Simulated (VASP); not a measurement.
# KBr (P6_3/mmc) in VASP: a series of runs

The runs below take KBr through single point, relaxation of cell and atoms, with LDA, PBEsol.

Everything below comes from runs of VASP 6.6.1. Logs are shortened: lines on timing, memory, paths and dates and some standing lists are left out, and cuts for length are marked.

**1. The cell of the first run**

It takes space group P6_3/mmc (No. 194, hexagonal). Conventional cell: a = 5.619 Å, b = 5.619 Å, c = 6.554 Å, α = 90.00°, β = 90.00°, γ = 120.00°. K (site symmetry -6m2) has 5 Br at 3.24 to 3.28 Å within 4.3 Å. Within 4.3 Å of Br (site symmetry -6m2) lie 5 K at 3.24 to 3.28 Å.

**2. Single point, LDA**

INCAR

```
SYSTEM = KBr
PREC = Accurate
ENCUT = 520
EDIFF = 1E-6
ISMEAR = 0
SIGMA = 0.01
LREAL = .FALSE.
LASPH = .TRUE.
NELM = 100
ALGO = Normal
ISIF = 2
LWAVE = .FALSE.
LCHARG = .FALSE.
GGA = CA
NBANDS = 24
```

KPOINTS

```
regular mesh
0
G
  6 6 4
  0 0 0
```

POSCAR

```
KBr
1.0
    5.6185806599      0.0000000000      0.0000000000
   -2.8092903300      4.8658335847      0.0000000000
    0.0000000000      0.0000000000      6.5538331369
K Br
2 2
Direct
    0.3333333333      0.6666666667     -0.0625000000
    0.6666666667      0.3333333333      0.4375000000
    0.3333333333      0.6666666667      0.4375000000
    0.6666666667      0.3333333333      0.9375000000
```

Potentials or basis: VASP PAW LDA potentials, release 64 (K_sv, Br).

The run is started by

```console
> cat potpaw_LDA.64/K_sv/POTCAR potpaw_LDA.64/Br/POTCAR > POTCAR
> mpirun -np 1 vasp_std > vasp.out
```

OUTCAR:

```text
SYSTEM = KBr
   PREC = Accurate
   ENCUT = 520
   EDIFF = 1E-6
   ISMEAR = 0
   LREAL = .FALSE.
   LASPH = .TRUE.
   NELM = 100
   ISIF = 2
   GGA = CA

 ion  position               nearest neighbor table
   1  0.333  0.667  0.938-   4 3.24   4 3.24   4 3.24   3 3.28   3 3.28
   2  0.667  0.333  0.438-   3 3.24   3 3.24   3 3.24   4 3.28   4 3.28
   3  0.333  0.667  0.438-   2 3.24   2 3.24   2 3.24   1 3.28   1 3.28
   4  0.667  0.333  0.938-   1 3.24   1 3.24   1 3.24   2 3.28   2 3.28

  LATTYP: Found a hexagonal cell.
 ALAT       =     5.6185806599
 C/A-ratio  =     1.1664570705

  Lattice vectors:

 A1 = (   5.6185806599,   0.0000000000,   0.0000000000)
 A2 = (  -2.8092903300,   4.8658335847,   0.0000000000)
 A3 = (   0.0000000000,   0.0000000000,   6.5538331369)

Analysis of symmetry for initial positions (statically):
=====================================================================
 Subroutine PRICEL returns:
 Original cell was already a primitive cell.

 Routine SETGRP: Setting up the symmetry group for a
 hexagonal supercell.

 Subroutine GETGRP returns: Found 24 space group operations
 (whereof  6 operations were pure point group operations)
 out of a pool of 24 trial point group operations.

The static configuration has the point symmetry C_3v.
 The point group associated with its full space group is D_6h.

Analysis of symmetry for dynamics (positions and initial velocities):
=====================================================================
 Subroutine PRICEL returns:
 Original cell was already a primitive cell.

 Routine SETGRP: Setting up the symmetry group for a
 hexagonal supercell.

 Subroutine GETGRP returns: Found 24 space group operations
 (whereof  6 operations were pure point group operations)
 out of a pool of 24 trial point group operations.

The dynamic configuration has the point symmetry C_3v.
 The point group associated with its full space group is D_6h.

 Subroutine INISYM returns: Found 24 space group operations
 (whereof  6 operations are pure point group operations),
 and found     1 'primitive' translations

----------------------------------------------------------------------------------------

                                     Primitive cell

  volume of cell :     179.1758

  direct lattice vectors                    reciprocal lattice vectors
     5.618580660  0.000000000  0.000000000     0.177980892  0.102757316  0.000000000
    -2.809290330  4.865833585  0.000000000     0.000000000  0.205514632  0.000000000
     0.000000000  0.000000000  6.553833137     0.000000000  0.000000000  0.152582463

  length of vectors
     5.618580660  5.618580660  6.553833137     0.205514632  0.205514632  0.152582463

  position of ions in fractional coordinates (direct lattice)
     0.333333333  0.666666667  0.937500000
     0.666666667  0.333333333  0.437500000
     0.333333333  0.666666667  0.437500000
     0.666666667  0.333333333  0.937500000

  ion indices of the primitive-cell ions
   primitive index   ion index
                 1           1
                 2           2
                 3           3
                 4           4

----------------------------------------------------------------------------------------

 KPOINTS: regular mesh

Automatic generation of k-mesh.
 Grid dimensions read from file:
 generate k-points for:    6    6    4

 Generating k-lattice:

  Cartesian coordinates                     Fractional coordinates (reciprocal lattice)
     0.029663482  0.017126219  0.000000000     0.166666667  0.000000000  0.000000000
     0.000000000  0.034252439  0.000000000     0.000000000  0.166666667  0.000000000
     0.000000000  0.000000000  0.038145616     0.000000000  0.000000000  0.250000000

  Length of vectors
     0.034252439  0.034252439  0.038145616

  Shift w.r.t. Gamma in fractional coordinates (k-lattice)
     0.000000000  0.000000000  0.000000000

 Subroutine IBZKPT returns following result:
 ===========================================

 Found     21 irreducible k-points:

 Following reciprocal coordinates:
            Coordinates               Weight
  0.000000  0.000000  0.000000      1.000000
  0.166667  0.000000  0.000000      6.000000
  0.333333 -0.000000  0.000000      6.000000
  0.500000 -0.000000  0.000000      3.000000
  0.166667  0.166667  0.000000      6.000000
  0.333333  0.166667  0.000000     12.000000
[... 13 lines left out ...]
  0.333333  0.166667  0.500000     12.000000
  0.333333  0.333333  0.500000      2.000000
   k-points           NKPTS =     21   k-points in BZ     NKDIM =     21   number of bands    NBANDS=     24
   number of dos      NEDOS =    301   number of ions     NIONS =      4
   total plane-waves  NPLWV =  88200
   dimension x,y,z NGX =    42 NGY =   42 NGZ =   50
   dimension x,y,z NGXF=    84 NGYF=   84 NGZF=  100
   ions per type =               2   2
   NGX,Y,Z   is equivalent  to a cutoff of  12.43, 12.43, 12.68 a.u.
   NGXF,Y,Z  is equivalent  to a cutoff of  24.85, 24.85, 25.37 a.u.
 SYSTEM =  KBr
   PREC   = accura    normal or accurate (medium, high low for compatibility)
   ISTART =      0    job   : 0-new  1-cont  2-samecut
   ICHARG =      2    charge: 1-file 2-atom 10-const
   ISPIN  =      1    spin polarized calculation?
   LNONCOLLINEAR =      F non collinear calculations
   LSORBIT =      F    spin-orbit coupling
   LASPH  =      T    aspherical Exc in radial PAW
   ENCUT  =  520.0 eV  38.22 Ry    6.18 a.u.  10.45 10.45 12.19*2*pi/ulx,y,z
   NELM   =    100;   NELMIN=  2; NELMDL= -5     # of ELM steps
   EDIFF  = 0.1E-05   stopping-criterion for ELM
   LREAL  =      F    real-space projection
[... 7 lines left out ...]
   TEBEG  =    0.0;   TEEND  =   0.0 temperature during run
   PSTRESS=    0.0 pullay stress
   NELECT =      32.0000    total number of electrons
   NUPDOWN=      -1.0000    fix difference up-down
   EMIN   =  10.00;   EMAX   =-10.00  energy-range for DOS
   EFERMI =   0.00;   METHOD = LEGACY
   ISMEAR =     0;   SIGMA  =   0.01  broadening in eV -4-tet -1-fermi 0-gaus
   EFERMI_NEDOS =   21; number of points for ismear=-14 and -15
   IALGO  =     38    algorithm
   IMIX   =      4    mixing-type and parameters
     AMIX     =   0.40;   BMIX     =  1.00
     AMIX_MAG =   1.60;   BMIX_MAG =  1.00
  volume/ion in A,a.u.               =      44.79       302.28
  Fermi-wavevector in a.u.,A,eV,Ry     =   0.921931  1.742197 11.564363  0.849957
  Thomas-Fermi vector in A             =   2.047402
   LORBIT       =      0    0 simple, 1 ext, 2 COOP (PROOUT), +10 PAW based schemes
   GGA     = CA    functional components
   LHFCALC =     F    Hartree Fock is set to
   AEXX    =    0.0000 exact exchange contribution
   IVDW    =     0    specifies the selected vdW correction
   LEPSILON=     F    determine dielectric tensor
   LRPA    =     F    only Hartree local field effects (RPA)
 non-spin polarized calculation
 Gauss-broadening in eV      SIGMA  =   0.01
  energy-cutoff  :      520.00
  volume of cell :      179.18
 maximum number of plane-waves:      4860
 NGX is ok and might be reduce to    42
   NGX = 21   NGY = 21   NGZ = 25

 number of electron      32.0000003 magnetization

 Free energy of the ion-electron system (eV)
  ---------------------------------------------------
  ext. energy  EPLUGINS =         0.00000000
  ---------------------------------------------------
  free energy    TOTEN  =       -13.28013570 eV

  energy without entropy =      -13.28013570  energy(sigma->0) =      -13.28013570

 E-fermi :  -2.6702     XC(G=0):  -6.8300

 val. band max:       -2.7206938648   @ k =   0.0000   0.0000   0.0000
 cond. band min:       1.1532292226   @ k =   0.0000   0.0000   0.0000
 fundamental gap:      3.8739230874
 Fermi energy:        -2.6702145129

 k-point     1 :       0.0000    0.0000    0.0000
  band No.  band energies     occupation
      1     -30.2775      2.00000
      2     -30.2703      2.00000
      3     -14.9717      2.00000
      4     -14.8869      2.00000
      5     -14.0698      2.00000
      6     -14.0438      2.00000
[... 16 lines left out ...]
     23       5.2965      0.00000
     24       5.8557      0.00000

 k-point     2 :       0.1667    0.0000    0.0000
  band No.  band energies     occupation
      1     -30.2770      2.00000
      2     -30.2706      2.00000
      3     -15.0006      2.00000
      4     -14.9303      2.00000
      5     -14.0645      2.00000
      6     -14.0466      2.00000
[... 16 lines left out ...]
     23       5.4321      0.00000
     24       5.5666      0.00000

 k-point     3 :       0.3333   -0.0000    0.0000
  band No.  band energies     occupation
      1     -30.2756      2.00000
      2     -30.2715      2.00000
      3     -15.0498      2.00000
      4     -15.0088      2.00000
      5     -14.0518      2.00000
      6     -14.0509      2.00000
[... 16 lines left out ...]
     23       5.4345      0.00000
     24       5.6710      0.00000

 k-point     4 :       0.5000   -0.0000    0.0000
  band No.  band energies     occupation
      1     -30.2746      2.00000
      2     -30.2722      2.00000
      3     -15.0686      2.00000
      4     -15.0475      2.00000
      5     -14.0543      2.00000
      6     -14.0402      2.00000
[... 16 lines left out ...]
     23       5.5137      0.00000
     24       5.9476      0.00000

 k-point     5 :       0.1667    0.1667    0.0000
  band No.  band energies     occupation
      1     -30.2760      2.00000
      2     -30.2712      2.00000
      3     -15.0386      2.00000
      4     -14.9896      2.00000
      5     -14.0548      2.00000
      6     -14.0519      2.00000
[... 370 lines left out ...]
 k-point    19 :       0.1667    0.1667    0.5000
  band No.  band energies     occupation
      1     -30.2735      2.00000
      2     -30.2735      2.00000
      3     -15.1116      2.00000
      4     -15.1116      2.00000
      5     -14.0313      2.00000
      6     -14.0313      2.00000
[... 16 lines left out ...]
     23       5.7731      0.00000
     24       5.7731      0.00000

 k-point    20 :       0.3333    0.1667    0.5000
  band No.  band energies     occupation
      1     -30.2734      2.00000
      2     -30.2734      2.00000
      3     -15.1487      2.00000
      4     -15.1487      2.00000
      5     -14.0347      2.00000
      6     -14.0347      2.00000
[... 16 lines left out ...]
     23       5.5564      0.00000
     24       5.5564      0.00000

 k-point    21 :       0.3333    0.3333    0.5000
  band No.  band energies     occupation
      1     -30.2733      2.00000
      2     -30.2733      2.00000
      3     -15.1603      2.00000
      4     -15.1603      2.00000
      5     -14.0378      2.00000
      6     -14.0378      2.00000
[... 16 lines left out ...]
     23       5.5548      0.00000
     24       5.5548      0.00000

------------------------ aborting loop because EDIFF is reached ----------------------------------------

  FORCE on cell =-STRESS in cart. coord.  units (eV):
  Direction    XX          YY          ZZ          XY          YZ          ZX
  --------------------------------------------------------------------------------------
  -------------------------------------------------------------------------------------
  Total       -1.2384957     -1.2384957     -1.5641438      0.0000000     -0.0000000      0.0000000
  in kB      -11.0745439    -11.0745439    -13.9864668      0.0000000     -0.0000000      0.0000000
  external PRESSURE =     -12.0451849 kB  Pullay stress =       0.0000000 kB

 VOLUME and BASIS-vectors are now :
 -----------------------------------------------------------------------------
  energy-cutoff  :      520.00
  volume of cell :      179.18
      direct lattice vectors                 reciprocal lattice vectors
     5.618580660  0.000000000  0.000000000     0.177980892  0.102757316  0.000000000
    -2.809290330  4.865833585  0.000000000     0.000000000  0.205514632  0.000000000
     0.000000000  0.000000000  6.553833137     0.000000000  0.000000000  0.152582463

 POSITION                                       TOTAL-FORCE (eV/Angst)
 -----------------------------------------------------------------------------------
     -0.00000      3.24389      6.14422        -0.000000      0.000000      0.000000
      2.80929      1.62194      2.86730         0.000000     -0.000000      0.000000
     -0.00000      3.24389      2.86730         0.000000     -0.000000      0.000000
      2.80929      1.62194      6.14422        -0.000000     -0.000000     -0.000000
 -----------------------------------------------------------------------------------
    total drift:                               -0.000000      0.000000     -0.000038

  FREE ENERGIE OF THE ION-ELECTRON SYSTEM (eV)
  ---------------------------------------------------
  free  energy   TOTEN  =       -13.2801356956 eV

  energy  without entropy=      -13.2801356956  energy(sigma->0) =      -13.28013570
```

It took 59 s on 1 thread of Intel Xeon 6975P-C (Granite Rapids), shared host; peak memory 0.26 GiB.

What came out:

| Property | Result |
| --- | --- |
| Free energy | -13.2801 eV |
| Pressure | -1.2 GPa |
| Band gap on the k mesh | 3.87 eV |

Levels at points of the mesh, in eV from the valence-band top:
```tsv
k point	band 13	band 14	band 15	band 16	band 17	band 18	band 19	band 20
(0.00, 0.00, 0.00)	-0.50	-0.29	-0.29	0.00	3.87	6.80	7.17	7.17
(0.50, 0.00, 0.00)	-0.49	-0.49	-0.26	-0.15	5.76	6.11	6.42	6.57
(0.00, 0.00, 0.50)	-0.42	-0.42	-0.42	-0.42	5.18	5.18	8.16	8.16
(0.50, 0.00, 0.50)	-0.37	-0.37	-0.29	-0.29	6.01	6.01	7.58	7.58
```

A k mesh can miss the band edges.

**3. Relaxation of cell and atoms, PBEsol**

This run uses another cell than the first one, of 46.28 Å³/atom.

INCAR

```
PREC     = Accurate       # precision mode
ENCUT    = 600            # plane-wave cutoff, eV
EDIFF    = 1E-6           # SCF threshold, eV
ISMEAR   = -1             # smearing method
SIGMA    = 0.02           # smearing width, eV
LREAL    = False          # projectors in reciprocal space
LASPH    = True           # aspherical terms in the spheres
NELM     = 80             # most SCF steps
ALGO     = Normal         # electronic algorithm
ISIF     = 3              # what is computed and relaxed
LWAVE    = False          # write WAVECAR
LCHARG   = False          # write CHGCAR
GGA      = PS             # functional
IBRION   = 2              # ionic algorithm
NSW      = 80             # ionic steps
EDIFFG   = -0.005         # ionic threshold
```

KPOINTS

```
regular mesh
0
Gamma
  6 6 4
```

POSCAR

```
KBr
1.0
    5.6730877003      0.0000000000      0.0000000000
   -2.8365438502      4.9130380664      0.0000000000
    0.0000000000      0.0000000000      6.6424534339
K Br
2 2
Direct
    0.3333333333      0.6666666667     -0.0624975142
    0.6666666667      0.3333333333      0.4375024858
    0.3333333333      0.6666666667      0.4374975142
    0.6666666667      0.3333333333      0.9374975142
```

Potentials or basis: VASP PAW PBE potentials, release 64 (K_sv, Br).

The run is started by

```console
> cat potpaw_PBE.64/K_sv/POTCAR potpaw_PBE.64/Br/POTCAR > POTCAR
> mpirun -np 1 vasp_std > vasp.out
```

Wall time 4.9 min (1 thread of Intel Xeon 6975P-C (Granite Rapids), shared host); peak memory 0.41 GiB.

The run converged. Its results:

```yaml
Free_energy: -12.7114 eV
Relaxed_volume: 43.81 Å³/atom
Relaxed_cell: a = 5.579 Å, b = 5.579 Å, c = 6.502 Å, α = 90.00°, β = 90.00°, γ = 120.00°
Space_group_after_relaxing_to_0.1_Å: P6_3/mmc (No. 194)
Energy_gained_by_relaxing: 4.8 meV/atom
Ionic_steps: 7
Pressure_after_relaxing: 0.0 GPa
Band_gap_on_the_k_mesh: 4.20 eV
```

The path:
```tsv
step	energy change (eV)	largest force (eV/Å)	pressure (GPa)	volume (Å³)
1	0.0000	0.0000	-0.58	185.14
2	-0.0131	0.0000	-0.34	180.70
3	-0.0192	0.0000	-0.04	175.77
4	-0.0193	0.0000	0.00	175.26
5	-0.0193	0.0000	0.01	175.06
6	-0.0193	0.0000	0.00	175.15
7	-0.0193	0.0000	-0.01	175.24
```

Final structure:
```yaml
crystal:
  lattice:
    - [5.57869, 0.00000, 0.00000]
    - [-2.78934, 4.83128, 0.00000]
    - [0.00000, 0.00000, 6.50198]
  atoms:
    - { symbol: K, position: [0.33333, 0.66667, 0.93750] }
    - { symbol: K, position: [0.66667, 0.33333, 0.43750] }
    - { symbol: Br, position: [0.33333, 0.66667, 0.43750] }
    - { symbol: Br, position: [0.66667, 0.33333, 0.93750] }
```

Levels at points of the mesh, in eV from the valence-band top:
```csv
k point,band 14,band 15,band 16,band 17,band 18,band 19
"(0.00, 0.00, 0.00)",-0.31,-0.31,0.00,4.20,7.13,7.35
"(0.50, 0.00, 0.00)",-0.49,-0.27,-0.16,6.06,6.44,6.66
"(0.00, 0.00, 0.50)",-0.43,-0.43,-0.43,5.50,5.50,8.40
"(0.50, 0.00, 0.50)",-0.37,-0.30,-0.30,6.30,6.30,7.91
```

Caveat: the PAW data sets were made with another functional, which shifts forces and pressure a little. A k mesh can miss the band edges.

(Continued in part 2 of 2.)
